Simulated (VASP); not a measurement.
# TiSnS4 (Cmmm) in VASP: relaxation of cell and atoms with PBE

Aim: the relaxation of cell and atoms of TiSnS4 with PBE.

Everything below comes from runs of VASP 6.6.1. Logs are shortened: lines on timing, memory, paths and dates and some standing lists are left out, and cuts for length are marked.

## 1. The cell of the first run

Symmetry: Cmmm, No. 65, orthorhombic system. Conventional cell: a = 7.116 Å, b = 8.165 Å, c = 5.487 Å, α = 90.00°, β = 90.00°, γ = 90.00°. Within 3.6 Å of Ti (site symmetry mmm) lie 6 S at 2.74 to 3.46 Å and 2 Sn at 3.56 Å. Sn (site symmetry mmm) has 6 S at 2.74 to 3.38 Å and 2 Ti at 3.56 Å within 3.6 Å. S (site symmetry m2m) has 2 S at 1.98 to 2.10 Å within 2.6 Å. Within 2.6 Å of S (site symmetry mmm) lie 2 S at 1.98 Å. S (site symmetry mmm) has 2 S at 2.10 Å and 2 Ti at 2.74 Å within 2.8 Å.

The cell was generated, and may not be a known phase.

## 2. Relaxation of cell and atoms, PBE, collinear spin

Contents of INCAR:

```
SYSTEM = TiSnS4
PREC = Accurate
ENCUT = 500
EDIFF = 1E-7
ISMEAR = 0
SIGMA = 0.15
LREAL = .False.
LASPH = .True.
NELM = 200
ALGO = Normal
ISIF = 3
LWAVE = .False.
LCHARG = .False.
ISPIN = 2
MAGMOM = 1 0 0 0 0 0
LORBIT = 11
LMAXMIX = 4
GGA = PE
IBRION = 2
NSW = 36
EDIFFG = -0.08
GGA_COMPAT = .False.
NELMIN = 4
```

Contents of KPOINTS:

```
Automatic mesh
0
Gamma
  2 2 2
  0 0 0
```

Contents of POSCAR:

```
TiSnS4
1.0
    3.5578753400     -4.0823409900      0.0000000000
    3.5578753400      4.0823409900      0.0000000000
    0.0000000000      0.0000000000      5.4870277400
Ti Sn S
1 1 4
Direct
    0.0000000000      0.0000000000      0.5000000000
    0.5000000000      0.5000000000      0.5000000000
    0.7423538100      0.2576461900      0.0000000000
    0.2576461900      0.7423538100      0.0000000000
    0.5000000000      0.5000000000      0.0000000000
    0.0000000000      0.0000000000      0.0000000000
```

Potentials or basis: VASP PAW PBE potentials, release 64 (Ti_sv, Sn_d, S).

Run with:

```bash
$ cat potpaw_PBE.64/Ti_sv/POTCAR potpaw_PBE.64/Sn_d/POTCAR potpaw_PBE.64/S/POTCAR > POTCAR
$ mpirun -np 1 vasp_std > vasp.out
```

OUTCAR:

```text
SYSTEM = TiSnS4
   PREC = Accurate
   ENCUT = 500
   EDIFF = 1E-7
   ISMEAR = 0
   LREAL = .False.
   LASPH = .True.
   NELM = 200
   ISIF = 3
   ISPIN = 2
   LORBIT = 11
   GGA = PE
   IBRION = 2
   NSW = 36
   EDIFFG = -0.08
   NELMIN = 4

 ion  position               nearest neighbor table
   1  0.000  0.000  0.500-   6 2.74   6 2.74
   2  0.500  0.500  0.500-   5 2.74   5 2.74
   3  0.742  0.258  0.000-   5 1.98   6 2.10
   4  0.258  0.742  0.000-   5 1.98   6 2.10
   5  0.500  0.500  0.000-   3 1.98   4 1.98   2 2.74   2 2.74
   6  0.000  0.000  0.000-   3 2.10   4 2.10   1 2.74   1 2.74

  LATTYP: Found a base centered orthorhombic cell.
 ALAT       =     7.1157506800
 B/A-ratio  =     1.1474097881
 C/A-ratio  =     0.7711101733

  Lattice vectors:

 A1 = (   3.5578753400,  -4.0823409900,   0.0000000000)
 A2 = (   3.5578753400,   4.0823409900,   0.0000000000)
 A3 = (   0.0000000000,   0.0000000000,   5.4870277400)

Analysis of symmetry for initial positions (statically):
=====================================================================
 Subroutine PRICEL returns:
 Original cell was already a primitive cell.

 Routine SETGRP: Setting up the symmetry group for a
 base centered orthorhombic supercell.

 Subroutine GETGRP returns: Found  8 space group operations
 (whereof  8 operations were pure point group operations)
 out of a pool of  8 trial point group operations.

The static configuration has the point symmetry D_2h.

Analysis of symmetry for dynamics (positions and initial velocities):
=====================================================================
 Subroutine PRICEL returns:
 Original cell was already a primitive cell.

 Routine SETGRP: Setting up the symmetry group for a
 base centered orthorhombic supercell.

 Subroutine GETGRP returns: Found  8 space group operations
 (whereof  8 operations were pure point group operations)
 out of a pool of  8 trial point group operations.

The dynamic configuration has the point symmetry D_2h.

Analysis of structural, dynamic, and magnetic symmetry:
=====================================================================
 Subroutine PRICEL returns:
 Original cell was already a primitive cell.

 Routine SETGRP: Setting up the symmetry group for a
 base centered orthorhombic supercell.

 Subroutine GETGRP returns: Found  8 space group operations
 (whereof  8 operations were pure point group operations)
 out of a pool of  8 trial point group operations.

The overall configuration has the point symmetry D_2h.

 Subroutine INISYM returns: Found  8 space group operations
 (whereof  8 operations are pure point group operations),
 and found     1 'primitive' translations

----------------------------------------------------------------------------------------

                                     Primitive cell

  volume of cell :     159.3922

  direct lattice vectors                    reciprocal lattice vectors
     3.557875340 -4.082340990  0.000000000     0.140533311 -0.122478745  0.000000000
     3.557875340  4.082340990  0.000000000     0.140533311  0.122478745  0.000000000
     0.000000000  0.000000000  5.487027740     0.000000000  0.000000000  0.182248031

  length of vectors
     5.415162499  5.415162499  5.487027740     0.186415274  0.186415274  0.182248031

  position of ions in fractional coordinates (direct lattice)
     0.000000000  0.000000000  0.500000000
     0.500000000  0.500000000  0.500000000
     0.742353810  0.257646190  0.000000000
     0.257646190  0.742353810  0.000000000
     0.500000000  0.500000000  0.000000000
     0.000000000  0.000000000  0.000000000

  ion indices of the primitive-cell ions
   primitive index   ion index
                 1           1
[... 49 lines left out ...]
   PREC   = accura    normal or accurate (medium, high low for compatibility)
   ISTART =      0    job   : 0-new  1-cont  2-samecut
   ICHARG =      2    charge: 1-file 2-atom 10-const
   ISPIN  =      2    spin polarized calculation?
   LNONCOLLINEAR =      F non collinear calculations
   LSORBIT =      F    spin-orbit coupling
   LASPH  =      T    aspherical Exc in radial PAW
   ENCUT  =  500.0 eV  36.75 Ry    6.06 a.u.   9.87  9.87 10.00*2*pi/ulx,y,z
   NELM   =    200;   NELMIN=  4; NELMDL= -5     # of ELM steps
   EDIFF  = 0.1E-06   stopping-criterion for ELM
   LREAL  =      F    real-space projection
   EDIFFG = -.8E-01   stopping-criterion for IOM
   NSW    =     36    number of steps for IOM
   IBRION =      2    ionic relax: 0-MD 1-quasi-New 2-CG
   NFREE  =      1    steps in history (QN), initial steepest desc. (CG)
   ISIF   =      3    stress and relaxation
   ISYM   =      2    0-nonsym 1-usesym 2-fastsym
   POTIM  = 0.5000    time-step for ionic-motion
   TEBEG  =    0.0;   TEEND  =   0.0 temperature during run
   PSTRESS=    0.0 pullay stress
   NELECT =      50.0000    total number of electrons
   NUPDOWN=      -1.0000    fix difference up-down
   EMIN   =  10.00;   EMAX   =-10.00  energy-range for DOS
   EFERMI =   0.00;   METHOD = LEGACY
   ISMEAR =     0;   SIGMA  =   0.15  broadening in eV -4-tet -1-fermi 0-gaus
   EFERMI_NEDOS =   21; number of points for ismear=-14 and -15
   IALGO  =     38    algorithm
   IMIX   =      4    mixing-type and parameters
     AMIX     =   0.40;   BMIX     =  1.00
     AMIX_MAG =   1.60;   BMIX_MAG =  1.00
  volume/ion in A,a.u.               =      26.57       179.27
  Fermi-wavevector in a.u.,A,eV,Ry     =   1.112353  2.102041 16.834872  1.237328
  Thomas-Fermi vector in A             =   2.248926
   LORBIT       =     11    0 simple, 1 ext, 2 COOP (PROOUT), +10 PAW based schemes
   GGA     = PE    functional components
   LHFCALC =     F    Hartree Fock is set to
   AEXX    =    0.0000 exact exchange contribution
   IVDW    =     0    specifies the selected vdW correction
   LEPSILON=     F    determine dielectric tensor
   LRPA    =     F    only Hartree local field effects (RPA)
 conjugate gradient relaxation of ions
 spin polarized calculation
 Gauss-broadening in eV      SIGMA  =   0.15
  energy-cutoff  :      500.00
  volume of cell :      159.39
 maximum number of plane-waves:      4064
 NGX is ok and might be reduce to    40
   NGX = 19   NGY = 19   NGZ = 21

--------------------------------------- Ionic step        1  -------------------------------------------

 number of electron      50.0000003 magnetization      -0.0121764

 number of electron      50.0000003 magnetization       0.1281511

 Free energy of the ion-electron system (eV)
  ---------------------------------------------------
  ext. energy  EPLUGINS =         0.00000000
  ---------------------------------------------------
  free energy    TOTEN  =       -22.46812405 eV

  energy without entropy =      -22.37656521  energy(sigma->0) =      -22.42234463

------------------------ aborting loop because EDIFF is reached ----------------------------------------

  FORCE on cell =-STRESS in cart. coord.  units (eV):
  Direction    XX          YY          ZZ          XY          YZ          ZX
  --------------------------------------------------------------------------------------
  -------------------------------------------------------------------------------------
  Total       -3.8015353     14.9512151     -6.7187576      0.0000000      0.0000000      0.0000000
  in kB      -38.2122361    150.2864808    -67.5355435      0.0000000      0.0000000      0.0000000
  external PRESSURE =      14.8462337 kB  Pullay stress =       0.0000000 kB
[... 71 lines left out ...]
 number of electron      49.9999984 magnetization      -0.1432323

 number of electron      49.9999984 magnetization       0.3989631

------------------------ aborting loop EDIFF was not reached (unconverged)  ----------------------------

  FORCE on cell =-STRESS in cart. coord.  units (eV):
  Direction    XX          YY          ZZ          XY          YZ          ZX
  --------------------------------------------------------------------------------------
  -------------------------------------------------------------------------------------
  Total       -0.7380483     -9.3910275      4.3044396     -0.0000000      0.0000000      0.0000000
  in kB       -7.1605304    -91.1115741     41.7615929     -0.0000000      0.0000000      0.0000000
  external PRESSURE =     -18.8368372 kB  Pullay stress =       0.0000000 kB
[... 21 lines left out ...]
  FREE ENERGIE OF THE ION-ELECTRON SYSTEM (eV)
  ---------------------------------------------------
  free  energy   TOTEN  =       -24.6381936332 eV

  energy  without entropy=      -24.5675939288  energy(sigma->0) =      -24.60289378

[... ionic steps 4 to 13 ...]

--------------------------------------- Ionic step       14  -------------------------------------------

 number of electron      49.9999991 magnetization       1.6096309

 E-fermi :   4.6080     XC(G=0):  -9.2009

 val. band max:        4.5884527027   @ k =   0.5000   0.5000   0.5000
 cond. band min:       4.6460247412   @ k =   0.0000   0.0000   0.0000
 fundamental gap:      0.0575720385
 Fermi energy:         4.6079650393

 spin component 1

 k-point     1 :       0.0000    0.0000    0.0000
  band No.  band energies     occupation
      1     -53.2932      1.00000
      2     -29.7869      1.00000
      3     -29.4712      1.00000
      4     -29.4670      1.00000
      5     -17.8426      1.00000
      6     -17.6376      1.00000
[... 479 lines left out ...]
--------------------------------------- Ionic step       16  -------------------------------------------

 number of electron      49.9999994 magnetization       1.6094579

 Free energy of the ion-electron system (eV)
  ---------------------------------------------------
  ext. energy  EPLUGINS =         0.00000000
  ---------------------------------------------------
  free energy    TOTEN  =       -25.54363575 eV

  energy without entropy =      -25.51113392  energy(sigma->0) =      -25.52738483

 E-fermi :   4.5657     XC(G=0):  -9.1834

 val. band max:        4.5398739297   @ k =   0.5000   0.5000   0.5000
 cond. band min:       4.5962268507   @ k =   0.0000   0.0000   0.0000
 fundamental gap:      0.0563529210
 Fermi energy:         4.5657419791

 spin component 1

 k-point     1 :       0.0000    0.0000    0.0000
  band No.  band energies     occupation
      1     -53.3409      1.00000
      2     -29.8320      1.00000
      3     -29.5192      1.00000
      4     -29.5133      1.00000
      5     -17.8755      1.00000
      6     -17.6776      1.00000
[... 433 lines left out ...]
  FREE ENERGIE OF THE ION-ELECTRON SYSTEM (eV)
  ---------------------------------------------------
  free  energy   TOTEN  =       -25.5436357460 eV

  energy  without entropy=      -25.5111339216  energy(sigma->0) =      -25.52738483

 reached required accuracy - stopping structural energy minimisation

 total charge

# of ion       s       p       d       tot
------------------------------------------
    1        2.130   6.068   1.898  10.096
    2        1.214   0.979  10.018  12.211
    3        1.409   2.145   0.000   3.554
    4        1.409   2.145   0.000   3.554
    5        1.390   2.255   0.000   3.645
    6        1.361   2.341   0.000   3.701
--------------------------------------------------
tot          8.911  15.933  11.917  36.761

 magnetization (x)

# of ion       s       p       d       tot
------------------------------------------
    1        0.019   0.009   1.171   1.198
    2       -0.001   0.012   0.022   0.033
    3       -0.001  -0.015   0.000  -0.015
    4       -0.001  -0.015   0.000  -0.015
    5        0.001   0.075   0.000   0.076
    6       -0.007  -0.060   0.000  -0.066
--------------------------------------------------
tot          0.012   0.006   1.193   1.211
```

It took 39 min on 1 thread of Oxide Virtual Turin-like, shared host; peak memory 0.29 GiB.

Results:

- Free energy: -25.5436 eV
- Relaxed volume: 24.36 Å³/atom
- Relaxed cell: a = 5.831 Å, b = 5.831 Å, c = 4.723 Å, α = 90.00°, β = 90.00°, γ = 114.44°
- Space group after relaxing (to 0.1 Å): Cmmm (No. 65)
- Energy gained by relaxing: 512.6 meV/atom
- Ionic steps: 16
- Pressure after relaxing: 0.1 GPa
- Largest force after relaxing: 0.052 eV/Å
- Net moment: 1.61 μB per cell
- Site moments: Ti +1.20; Sn +0.03; S -0.01, +0.08, -0.07 (each value once) μB
- Valence electrons inside the program's atomic spheres: Ti 10.10; Sn 12.21; S 3.55, 3.65, 3.70 (each value once)

Forces in eV/Å, atoms in the order of the input:
```
Ti   0.000  0.000  0.000
Sn   0.000  0.000  0.000
S    0.000  0.052  0.000
S    0.000 -0.052  0.000
S    0.000  0.000  0.000
S    0.000  0.000  0.000
```

Stress tensor (GPa, compression positive):
```
 0.11  0.00  0.00
 0.00 -0.05  0.00
 0.00  0.00  0.12
```

Step by step:
```tsv
step	energy change (eV)	largest force (eV/Å)	pressure (GPa)	volume (Å³)
1	0.0000	1.5957	1.48	159.39
2	-1.5885	0.1321	-2.51	163.74
3	-2.1701	0.8983	-1.88	165.14
4	-2.7844	0.0998	-4.63	165.64
5	-2.7684	0.0098	-4.70	165.55
6	-2.5738	0.4326	4.88	144.61
7	-2.9798	0.1334	-1.74	156.16
8	-2.9801	0.1390	-1.62	155.86
9	-3.0514	0.2146	0.10	148.62
10	-3.0522	0.1796	-0.09	149.25
11	-3.0676	0.1657	-0.20	148.03
12	-3.0719	0.1471	-0.24	147.18
13	-3.0720	0.1431	-0.25	147.00
14	-3.0731	0.0481	0.32	145.60
15	-3.0742	0.0874	0.08	146.18
16	-3.0755	0.0518	0.06	146.19
```

Final structure:
```cif
data_structure
_symmetry_space_group_name_H-M 'P 1'
_symmetry_Int_Tables_number 1
_cell_length_a 5.8309
_cell_length_b 5.8309
_cell_length_c 4.7228
_cell_angle_alpha 90.000
_cell_angle_beta 90.000
_cell_angle_gamma 114.436
_cell_volume 146.19
loop_
_atom_site_label
_atom_site_type_symbol
_atom_site_fract_x
_atom_site_fract_y
_atom_site_fract_z
_atom_site_occupancy
Ti1 Ti 0.00000 0.00000 0.50000 1
Sn1 Sn 0.50000 0.50000 0.50000 1
S1 S 0.76013 0.23987 0.00000 1
S2 S 0.23987 0.76013 0.00000 1
S3 S 0.50000 0.50000 0.00000 1
S4 S 0.00000 0.00000 0.00000 1
```

Caveat: the k points lie up to 0.67 Å⁻¹ apart in the final cell; spin-orbit coupling is left out, which moves the levels of the heavy elements; the relaxation stopped at a loose force limit of 0.08 eV/Å, so its end isn't a converged minimum.
